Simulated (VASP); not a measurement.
# Be16H (a cell with a defect) in VASP: single point with PBEsol

Aim: the single point of Be16H (a cell with a defect) with PBEsol.

All numbers are computed with VASP 6.6.1; they aren't measurements. Logs are shortened: lines on timing, memory, paths and dates and some standing lists are left out, and cuts for length are marked.

### 1 The cell of the first run

The cell holds a defect, 17 atoms: a = 4.580 Å, b = 3.966 Å, c = 7.177 Å, α = 90.00°, β = 90.00°, γ = 90.00°.

### 2 Single point, PBEsol

INCAR reads:

```
ALGO = Normal ; EDIFF = 1E-6
ENCUT = 520 ; GGA = PS
ISIF = 2 ; ISMEAR = -1
LASPH = T ; LCHARG = F
LREAL = Auto ; LWAVE = F
NBANDS = 30 ; NELM = 80
PREC = Accurate ; SIGMA = 0.1
```

KPOINTS reads:

```
k-points
0
Gamma
  2 3 2
```

POSCAR reads:

```
Be16H
1.0
   -2.2900000000     -3.9663960000      0.0000000000
    3.4350000000     -1.9831980000      0.0000000000
    0.0000000000      0.0000000000      7.1768600000
Be H
16 1
Direct
    0.7419246140      0.4984181149      0.0001802306
    0.4992875619      0.3249483748      0.2518030636
    0.7361595511      0.4932929027      0.5059910720
    0.4968972380      0.3233434169      0.7547877758
    0.4974202818      0.0041979335     -0.0012051991
    0.2559289102      0.8365264243      0.2459127217
    0.4987168002      0.0023263301      0.5017501365
    0.2546208145      0.8312332691      0.7489634408
    0.2550457812      0.4996476123      0.0002136282
   -0.0015864105      0.3301080086      0.2469241839
    0.2589888385      0.4924939112      0.5055311795
   -0.0007161670      0.3405730465      0.7520212815
   -0.0008832685     -0.0053819002     -0.0023197112
    0.7404900299      0.8343705010      0.2465029826
   -0.0014943217      0.0122540869      0.5041787253
    0.7427011671      0.8330963294      0.7494626882
    0.0054773792      0.6884471383      0.3594894000
```

Potentials or basis: VASP PAW PBE potentials, release 64 (Be, H).

Launch:

```
$ cat potpaw_PBE.64/Be/POTCAR potpaw_PBE.64/H/POTCAR > POTCAR
$ mpirun -np 1 vasp_std > vasp.out
```

OUTCAR:

```text
EDIFF = 1E-6
   ENCUT = 520
   GGA = PS
   ISIF = 2
   ISMEAR = -1
   LASPH = T
   LREAL = Auto
   NELM = 80
   PREC = Accurate

 ion  position               nearest neighbor table
   1  0.742  0.498  0.000-   4 2.20  14 2.21  12 2.23  10 2.23   2 2.23   9 2.23  16 2.24   5 2.26
                            13 2.29   5 2.30  13 2.32   9 2.35
   2  0.499  0.325  0.252-   7 2.20   5 2.22   3 2.23  11 2.23   1 2.23   9 2.23   6 2.24  14 2.24
                            10 2.29  10 2.29  14 2.30   6 2.32
   3  0.736  0.493  0.506-  11 2.19   4 2.20  16 2.21  12 2.22   2 2.23   7 2.23  15 2.25   7 2.29
                            14 2.30  10 2.31  15 2.38
   4  0.497  0.323  0.755-   5 2.16   9 2.20  11 2.20   1 2.20   3 2.20   7 2.22   8 2.25  16 2.25
                            12 2.28   8 2.30  12 2.30  16 2.31
   5  0.497  0.004  0.999-   4 2.16   6 2.19  14 2.20   2 2.22   8 2.22  16 2.22   9 2.26   1 2.26
                            13 2.28   9 2.29   1 2.30  13 2.30
   6  0.256  0.837  0.246-  17 1.52   5 2.19   9 2.21  14 2.22  13 2.22   2 2.24   7 2.25  10 2.29
                            15 2.30  11 2.31   2 2.32  10 2.33  14 2.36
   7  0.499  0.002  0.502-   2 2.20   8 2.20  16 2.20   4 2.22   3 2.23  11 2.23  14 2.24   6 2.25
                            15 2.29  15 2.29   3 2.29  11 2.30
   8  0.255  0.831  0.749-  11 2.20   7 2.20   5 2.22  13 2.23  15 2.23   9 2.23  16 2.24   4 2.25
                            12 2.27   4 2.30  12 2.33  16 2.34
   9  0.255  0.500  0.000-   4 2.20   6 2.21  12 2.22  10 2.23   1 2.23   8 2.23   2 2.23   5 2.26
                            13 2.29   5 2.29  13 2.32   1 2.35
  10  0.998  0.330  0.247-  17 1.64   1 2.23   9 2.23  13 2.23  15 2.24   6 2.29   2 2.29  14 2.29
                             2 2.29  11 2.30   3 2.31  14 2.32   6 2.33
  11  0.259  0.492  0.506-   3 2.19   4 2.20   8 2.20  12 2.22   2 2.23   7 2.23  15 2.25  10 2.30
                             7 2.30   6 2.31  15 2.38
  12  0.999  0.341  0.752-  15 2.20  11 2.22   3 2.22   9 2.22   1 2.23  13 2.23   8 2.27  16 2.28
                             4 2.28   4 2.30  16 2.33   8 2.33
  13  0.999  0.995  0.998-   6 2.22  16 2.23  10 2.23   8 2.23  12 2.23  14 2.24   5 2.28   9 2.29
                             1 2.29   5 2.30   1 2.32   9 2.32
  14  0.740  0.834  0.247-  17 1.57   5 2.20   1 2.21   6 2.22  13 2.24   2 2.24   7 2.24  10 2.29
                             3 2.30   2 2.30  15 2.31  10 2.32   6 2.36
  15  0.999  0.012  0.504-  12 2.20  16 2.23   8 2.23  10 2.24  11 2.25   3 2.25   7 2.29   7 2.29
                             6 2.30  14 2.31  11 2.38   3 2.38
  16  0.743  0.833  0.749-   7 2.20   3 2.21   5 2.22  13 2.23  15 2.23   8 2.24   1 2.24   4 2.25
                            12 2.28   4 2.31  12 2.33   8 2.34
  17  0.005  0.688  0.359-   6 1.52  14 1.57  10 1.64

  LATTYP: Found a simple orthorhombic cell.
 ALAT       =     3.9663962620
 B/A-ratio  =     1.1547004875
 C/A-ratio  =     1.8094157835

  Lattice vectors:

 A1 = (  -3.4350000000,   1.9831980000,   0.0000000000)
 A2 = (  -2.2900000000,  -3.9663960000,   0.0000000000)
 A3 = (   0.0000000000,   0.0000000000,   7.1768600000)

[... 155 lines left out ...]
   EFERMI_NEDOS =   21; number of points for ismear=-14 and -15
   IALGO  =     38    algorithm
   IMIX   =      4    mixing-type and parameters
     AMIX     =   0.40;   BMIX     =  1.00
     AMIX_MAG =   1.60;   BMIX_MAG =  1.00
  volume/ion in A,a.u.               =       7.67        51.75
  Fermi-wavevector in a.u.,A,eV,Ry     =   1.035573  1.956950 14.591049  1.072412
  Thomas-Fermi vector in A             =   2.169923
   LORBIT       =      0    0 simple, 1 ext, 2 COOP (PROOUT), +10 PAW based schemes
   GGA     = PS    functional components
   LHFCALC =     F    Hartree Fock is set to
   AEXX    =    0.0000 exact exchange contribution
   IVDW    =     0    specifies the selected vdW correction
   LEPSILON=     F    determine dielectric tensor
   LRPA    =     F    only Hartree local field effects (RPA)
 non-spin polarized calculation
  energy-cutoff  :      520.00
  volume of cell :      130.38
 maximum number of plane-waves:      3536
 NGX is ok and might be reduce to    36
   NGX = 17   NGY = 15   NGZ = 27

 number of electron      33.0000000 magnetization

 Free energy of the ion-electron system (eV)
  ---------------------------------------------------
  ext. energy  EPLUGINS =         0.00000000
  ---------------------------------------------------
  free energy    TOTEN  =       -64.93301680 eV

  energy without entropy =      -64.76597517  energy(sigma->0) =      -64.84949599

 E-fermi :   7.6108     XC(G=0): -10.5887

 val. band max:        7.5626256097   @ k =   0.5000   0.0000   0.0000
 cond. band min:       7.6343804966   @ k =   0.5000   0.3333   0.0000
 fundamental gap:      0.0717548869
 Fermi energy:         7.6107878413

 k-point     1 :       0.0000    0.0000    0.0000
  band No.  band energies     occupation
      1      -5.1197      2.00000
      2      -3.0169      2.00000
      3      -2.1863      2.00000
      4      -0.1883      2.00000
      5       0.9503      2.00000
      6       1.5375      2.00000
[... 237 lines left out ...]
     27      11.5406      0.00000
     28      11.6605      0.00000
 [bands above 28 left out]

------------------------ aborting loop because EDIFF is reached ----------------------------------------

  FORCE on cell =-STRESS in cart. coord.  units (eV):
  Direction    XX          YY          ZZ          XY          YZ          ZX
  --------------------------------------------------------------------------------------
  -------------------------------------------------------------------------------------
  Total        1.1605336     -2.2697557      1.3428745     -3.1965960     -0.3230056      0.6759050
  in kB       14.2617328    -27.8928999     16.5025089    -39.2827886     -3.9693973      8.3061590
  external PRESSURE =       0.9571139 kB  Pullay stress =       0.0000000 kB

 VOLUME and BASIS-vectors are now :
 -----------------------------------------------------------------------------
  energy-cutoff  :      520.00
  volume of cell :      130.38
      direct lattice vectors                 reciprocal lattice vectors
    -2.290000000 -3.966396000  0.000000000    -0.109170306 -0.189088533  0.000000000
     3.435000000 -1.983198000  0.000000000     0.218340611 -0.126059022  0.000000000
     0.000000000  0.000000000  7.176860000     0.000000000  0.000000000  0.139336702

 POSITION                                       TOTAL-FORCE (eV/Angst)
 -----------------------------------------------------------------------------------
      0.01306     -3.93123      0.00129        -0.007260     -0.038129      0.002853
     -0.02717     -2.62481      1.80716         0.014920     -0.001199      0.013846
      0.00866     -3.89820      3.63143        -0.023854     -0.004874      0.027462
     -0.02721     -2.61215      5.41701         0.001913     -0.023514     -0.010506
     -1.12467     -1.98129      7.16821        -0.025816     -0.003881      0.004580
      2.28739     -2.67411      1.76488        -0.011623     -0.015218     -0.039595
[... 9 lines left out ...]
      1.16090     -4.59804      5.37879        -0.034683     -0.031216     -0.006080
      2.35227     -1.38705      2.58001         0.058554      0.042966     -0.018596
 -----------------------------------------------------------------------------------
    total drift:                               -0.001038     -0.001707      0.000478

  FREE ENERGIE OF THE ION-ELECTRON SYSTEM (eV)
  ---------------------------------------------------
  free  energy   TOTEN  =       -64.9330168049 eV

  energy  without entropy=      -64.7659751721  energy(sigma->0) =      -64.84949599
```

stdout:

```text
POSCAR found type information on POSCAR BeH
 POSCAR found :  2 types and      17 ions
 scaLAPACK will be used
 -----------------------------------------------------------------------------
|                                                                             |
|                                                                             |
|     You enforced a specific xc type in the INCAR file but a different       |
|     I HOPE YOU KNOW WHAT YOU ARE DOING!                                     |
|                                                                             |
 -----------------------------------------------------------------------------

 LDA part: xc-table for (Slater+PW92), standard interpolation
 POSCAR, INCAR and KPOINTS ok, starting setup
 FFT: planning ... GRIDC
 FFT: planning ... GRID_SOFT
 FFT: planning ... GRID
 WAVECAR not read
 entering main loop
```

Wall time 77 s (1 thread of Oxide Virtual Turin-like, shared host); peak memory 0.2 GiB.

Results:

```yaml
Free_energy: -64.9330 eV
Pressure: 0.1 GPa
Largest_force: 0.075 eV/Å
```

Forces in eV/Å, atoms in the order of the input:
```
Be  -0.007 -0.038  0.003
Be   0.015 -0.001  0.014
Be  -0.024 -0.005  0.027
Be   0.002 -0.024 -0.011
Be  -0.026 -0.004  0.005
Be  -0.012 -0.015 -0.040
Be  -0.012  0.002  0.000
Be   0.024  0.037 -0.013
Be   0.016  0.039  0.005
Be   0.006 -0.010  0.004
Be  -0.009  0.014  0.024
Be  -0.009  0.020  0.024
Be   0.034 -0.005 -0.026
Be  -0.040 -0.023 -0.004
Be   0.017 -0.001  0.012
Be  -0.035 -0.031 -0.006
H    0.059  0.043 -0.019
```

Caveat: the k points lie up to 0.69 Å⁻¹ apart; the PAW data sets were made with another functional, which shifts forces and pressure a little.
